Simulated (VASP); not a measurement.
# TaSi (zincblende type) (I-4m2) in VASP: electric field gradients with PBE

Aim: the electric field gradients of TaSi (zincblende type) with PBE.

Everything below comes from runs of VASP 6.6.1. Logs are shortened: lines on timing, memory, paths and dates and some standing lists are left out, and cuts for length are marked.

## 1. The cell of the first run

The structure is tetragonal, space group I-4m2 (No. 119). The conventional cell has a = 4.101 Å, b = 4.101 Å, c = 5.713 Å, α = 90.00°, β = 90.00°, γ = 90.00°. Within 3.3 Å of Ta (site symmetry -4m2) lie 4 Si at 2.50 Å. Within 3.3 Å of Si (site symmetry -4m2) lie 4 Ta at 2.50 Å.

## 2. Electric field gradients, PBE (z stretched by -1 % at fixed volume)

Input file INCAR:

```
ALGO = Normal ; EDIFF = 1E-8
ENCUT = 520 ; GGA = PE
ISIF = 2 ; ISMEAR = -1
LASPH = T ; LCHARG = F
LEFG = T ; LREAL = F
LWAVE = F ; NBANDS = 14
NELM = 60 ; PREC = Accurate
SIGMA = 0.08
```

Input file KPOINTS:

```
k-points
0
Gamma
  10 10 10
```

Input file POSCAR:

```
TaSi
1.0
    0.0000000000      2.8997263023      2.8563393293
    2.8997263023      0.0000000000      2.8563393293
    2.8997263023      2.8997263023      0.0000000000
Ta Si
1 1
Direct
    0.0000000000      0.0000000000      0.0000000000
    0.2500000000      0.2500000000      0.2500000000
```

Potentials or basis: VASP PAW PBE potentials, release 64 (Ta_pv, Si).

The run is started by

```console
> cat potpaw_PBE.64/Ta_pv/POTCAR potpaw_PBE.64/Si/POTCAR > POTCAR
> mpirun -np 1 vasp_std > vasp.out
```

OUTCAR:

```text
EDIFF = 1E-8
   ENCUT = 520
   GGA = PE
   ISIF = 2
   ISMEAR = -1
   LASPH = T
   LREAL = F
   NELM = 60
   PREC = Accurate

 ion  position               nearest neighbor table
   1  0.000  0.000  0.000-   2 2.50   2 2.50   2 2.50   2 2.50
   2  0.250  0.250  0.250-   1 2.50   1 2.50   1 2.50   1 2.50

  LATTYP: Found a body centered tetragonal cell.
 ALAT       =     4.1008322639
 C/A-ratio  =     1.3930534806

  Lattice vectors:

 A1 = (   0.0000000000,  -2.8997263023,  -2.8563393293)
 A2 = (   0.0000000000,   2.8997263023,  -2.8563393293)
 A3 = (   2.8997263023,   0.0000000000,   2.8563393293)

Analysis of symmetry for initial positions (statically):
=====================================================================
 Subroutine PRICEL returns:
 Original cell was already a primitive cell.

 Routine SETGRP: Setting up the symmetry group for a
 body centered tetragonal supercell.

 Subroutine GETGRP returns: Found  8 space group operations
 (whereof  8 operations were pure point group operations)
 out of a pool of 16 trial point group operations.

The static configuration has the point symmetry D_2d.

Analysis of symmetry for dynamics (positions and initial velocities):
=====================================================================
 Subroutine PRICEL returns:
 Original cell was already a primitive cell.

 Routine SETGRP: Setting up the symmetry group for a
 body centered tetragonal supercell.

 Subroutine GETGRP returns: Found  8 space group operations
 (whereof  8 operations were pure point group operations)
 out of a pool of 16 trial point group operations.

The dynamic configuration has the point symmetry D_2d.

 Subroutine INISYM returns: Found  8 space group operations
 (whereof  8 operations are pure point group operations),
 and found     1 'primitive' translations

----------------------------------------------------------------------------------------

                                     Primitive cell

  volume of cell :      48.0346

  direct lattice vectors                    reciprocal lattice vectors
     0.000000000  2.899726302  2.856339329    -0.172430067  0.172430067  0.175049230
     2.899726302  0.000000000  2.856339329     0.172430067 -0.172430067  0.175049230
     2.899726302  2.899726302  0.000000000     0.172430067  0.172430067 -0.175049230

  length of vectors
     4.070268663  4.070268663  4.100832264     0.300177429  0.300177429  0.300177429

  position of ions in fractional coordinates (direct lattice)
     0.000000000  0.000000000  0.000000000
     0.250000000  0.250000000  0.250000000

  ion indices of the primitive-cell ions
   primitive index   ion index
                 1           1
                 2           2

----------------------------------------------------------------------------------------

 KPOINTS: k-points

Automatic generation of k-mesh.
 Grid dimensions read from file:
 generate k-points for:   10   10   10

 Generating k-lattice:

  Cartesian coordinates                     Fractional coordinates (reciprocal lattice)
    -0.017243007  0.017243007  0.017504923     0.100000000  0.000000000  0.000000000
     0.017243007 -0.017243007  0.017504923     0.000000000  0.100000000  0.000000000
     0.017243007  0.017243007 -0.017504923    -0.000000000 -0.000000000  0.100000000

  Length of vectors
     0.030017743  0.030017743  0.030017743

  Shift w.r.t. Gamma in fractional coordinates (k-lattice)
     0.000000000  0.000000000  0.000000000

 Subroutine IBZKPT returns following result:
 ===========================================

 Found    102 irreducible k-points:

 Following reciprocal coordinates:
            Coordinates               Weight
  0.000000  0.000000  0.000000      1.000000
  0.100000 -0.000000  0.000000      8.000000
  0.200000 -0.000000  0.000000      8.000000
  0.300000  0.000000  0.000000      8.000000
  0.400000  0.000000  0.000000      8.000000
  0.500000  0.000000  0.000000      4.000000
[... 16 lines left out ...]
  0.300000  0.300000  0.000000      2.000000
  0.400000  0.300000  0.000000      8.000000
 [... further k-points ...]
   k-points           NKPTS =    102   k-points in BZ     NKDIM =    102   number of bands    NBANDS=     14
   number of dos      NEDOS =    301   number of ions     NIONS =      2
   total plane-waves  NPLWV =  27000
   dimension x,y,z NGX =    30 NGY =   30 NGZ =   30
   dimension x,y,z NGXF=    60 NGYF=   60 NGZF=   60
   ions per type =               1   1
   NGX,Y,Z   is equivalent  to a cutoff of  12.25, 12.25, 12.16 a.u.
   NGXF,Y,Z  is equivalent  to a cutoff of  24.51, 24.51, 24.32 a.u.
 SYSTEM =  unknown system
   PREC   = accura    normal or accurate (medium, high low for compatibility)
   ISTART =      0    job   : 0-new  1-cont  2-samecut
   ICHARG =      2    charge: 1-file 2-atom 10-const
   ISPIN  =      1    spin polarized calculation?
   LNONCOLLINEAR =      F non collinear calculations
   LSORBIT =      F    spin-orbit coupling
   LASPH  =      T    aspherical Exc in radial PAW
   ENCUT  =  520.0 eV  38.22 Ry    6.18 a.u.   7.57  7.57  7.62*2*pi/ulx,y,z
   NELM   =     60;   NELMIN=  2; NELMDL= -5     # of ELM steps
   EDIFF  = 0.1E-07   stopping-criterion for ELM
   LREAL  =      F    real-space projection
   EDIFFG = 0.1E-06   stopping-criterion for IOM
   NSW    =      0    number of steps for IOM
   IBRION =     -1    ionic relax: 0-MD 1-quasi-New 2-CG
   NFREE  =      0    steps in history (QN), initial steepest desc. (CG)
   ISIF   =      2    stress and relaxation
   ISYM   =      2    0-nonsym 1-usesym 2-fastsym
   POTIM  = 0.5000    time-step for ionic-motion
   TEBEG  =    0.0;   TEEND  =   0.0 temperature during run
   PSTRESS=    0.0 pullay stress
   NELECT =      15.0000    total number of electrons
   NUPDOWN=      -1.0000    fix difference up-down
   EMIN   =  10.00;   EMAX   =-10.00  energy-range for DOS
   EFERMI =   0.00;   METHOD = LEGACY
   ISMEAR =    -1;   SIGMA  =   0.08  broadening in eV -4-tet -1-fermi 0-gaus
   EFERMI_NEDOS =   21; number of points for ismear=-14 and -15
   IALGO  =     38    algorithm
   IMIX   =      4    mixing-type and parameters
     AMIX     =   0.40;   BMIX     =  1.00
     AMIX_MAG =   1.60;   BMIX_MAG =  1.00
  volume/ion in A,a.u.               =      24.02       162.08
  Fermi-wavevector in a.u.,A,eV,Ry     =   1.110676  2.098873 16.784157  1.233601
  Thomas-Fermi vector in A             =   2.247230
   LORBIT       =      0    0 simple, 1 ext, 2 COOP (PROOUT), +10 PAW based schemes
   GGA     = PE    functional components
   LHFCALC =     F    Hartree Fock is set to
   AEXX    =    0.0000 exact exchange contribution
   IVDW    =     0    specifies the selected vdW correction
   LEPSILON=     F    determine dielectric tensor
   LRPA    =     F    only Hartree local field effects (RPA)
 non-spin polarized calculation
  energy-cutoff  :      520.00
  volume of cell :       48.03
 maximum number of plane-waves:      1314
   NGX = 15   NGY = 15   NGZ = 15

 number of electron      15.0000003 magnetization

 Free energy of the ion-electron system (eV)
  ---------------------------------------------------
  ext. energy  EPLUGINS =         0.00000000
  ---------------------------------------------------
  free energy    TOTEN  =       -15.20063838 eV

  energy without entropy =      -15.16559842  energy(sigma->0) =      -15.18311840

 E-fermi :   3.6231     XC(G=0):  -9.8668

 val. band max:        3.6221342333   @ k =   0.3000   0.1000   0.2000
 cond. band min:       3.6289253007   @ k =   0.4000   0.0000   0.2000
 fundamental gap:      0.0067910674
 Fermi energy:         3.6231220273

 k-point     1 :       0.0000    0.0000    0.0000
  band No.  band energies     occupation
      1     -31.1894      2.00000
      2     -31.1792      2.00000
      3     -31.1792      2.00000
      4      -5.4331      2.00000
      5       1.4161      2.00000
      6       1.4161      2.00000
      7       1.4497      2.00000
      8       4.1486      0.00280
      9       4.2482      0.00081
     10       8.2681      0.00000
     11      10.4512      0.00000
     12      10.4512      0.00000
     13      10.5224      0.00000
     14      12.1106      0.00000
[... 377 lines left out ...]
      1     -31.2197      2.00000
      2     -31.1925      2.00000
      3     -31.1912      2.00000
      4      -3.6645      2.00000
      5       0.0367      2.00000
      6       2.1887      2.00000
      7       2.4008      2.00000
      8       3.1873      1.99143
      9       4.9683      0.00000
     10       5.4954      0.00000
     11       6.9241      0.00000
     12       7.3578      0.00000
     13      11.2162      0.00000
     14      12.1066      0.00000

 [... further k-points ...]

------------------------ aborting loop because EDIFF is reached ----------------------------------------

  FORCE on cell =-STRESS in cart. coord.  units (eV):
  Direction    XX          YY          ZZ          XY          YZ          ZX
  --------------------------------------------------------------------------------------
  -------------------------------------------------------------------------------------
  Total       -0.0074530     -0.0074530      0.0217869      0.0000000     -0.0000000      0.0000000
  in kB       -0.2485911     -0.2485911      0.7266951      0.0000000     -0.0000000      0.0000000
  external PRESSURE =       0.0765043 kB  Pullay stress =       0.0000000 kB

 VOLUME and BASIS-vectors are now :
 -----------------------------------------------------------------------------
  energy-cutoff  :      520.00
  volume of cell :       48.03
      direct lattice vectors                 reciprocal lattice vectors
     0.000000000  2.899726302  2.856339329    -0.172430067  0.172430067  0.175049230
     2.899726302  0.000000000  2.856339329     0.172430067 -0.172430067  0.175049230
     2.899726302  2.899726302  0.000000000     0.172430067  0.172430067 -0.175049230

 POSITION                                       TOTAL-FORCE (eV/Angst)
 -----------------------------------------------------------------------------------
      0.00000      0.00000      0.00000        -0.000000     -0.000000      0.000000
      1.44986      1.44986      1.42817         0.000000      0.000000     -0.000000
 -----------------------------------------------------------------------------------
    total drift:                               -0.000000     -0.000000      0.000000

  FREE ENERGIE OF THE ION-ELECTRON SYSTEM (eV)
  ---------------------------------------------------
  free  energy   TOTEN  =       -15.2006383813 eV

  energy  without entropy=      -15.1655984169  energy(sigma->0) =      -15.18311840

 Electric field gradients (V/A^2)
---------------------------------------------------------------------
 ion       V_xx      V_yy      V_zz      V_xy      V_xz      V_yz
---------------------------------------------------------------------
   1      -4.047    -4.047     8.093    -0.000    -0.000    -0.000
   2      -0.568    -0.568     1.136    -0.000    -0.000    -0.000
---------------------------------------------------------------------

 Electric field gradients after diagonalization (V/A^2)
 (convention: |V_zz| > |V_xx| > |V_yy|)
----------------------------------------------------------------------
 ion       V_xx      V_yy      V_zz     asymmetry (V_yy - V_xx)/ V_zz
----------------------------------------------------------------------
   1      -4.047    -4.046     8.093       0.000
   2      -0.568    -0.568     1.136       0.000
----------------------------------------------------------------------

           NMR quadrupolar parameters

 Cq : quadrupolar parameter    Cq=e*Q*V_zz/h
 eta: asymmetry parameters     (V_yy - V_xx)/ V_zz
 Q  : nuclear electric quadrupole moment in mb (millibarn)
----------------------------------------------------------------------
 ion       Cq(MHz)       eta       Q (mb)
----------------------------------------------------------------------
   1       0.020       0.000       1.000
   2       0.003       0.000       1.000
----------------------------------------------------------------------
```

Run time: 88 s. Hardware: 1 thread of Intel Xeon 8259CL, shared host; peak memory 0.22 GiB.

What came out:

```
Free energy                             : -15.2006 eV
Pressure                                : 0.0 GPa
Band gap on the k mesh                  : zero (an odd number of electrons rules out a gap without spin polarisation)
Largest electric field gradient by atom : Ta +8.1; Si +1.1 V/Å²
```

Stress tensor (GPa, compression positive):
```
-0.02  0.00  0.00
 0.00 -0.02  0.00
 0.00  0.00  0.07
```

Electric field gradients, principal values (V/Å²):
```
atom   least  middle  greatest (by size)
1 Ta  -4.046  -4.047               8.093
2 Si  -0.568  -0.568               1.136
```

Caveat: without QUAD_EFG the Cq values of the log hold for a quadrupole moment of 1 mb, not for the nuclei; spin-orbit coupling is left out, which moves the levels of the heavy elements.
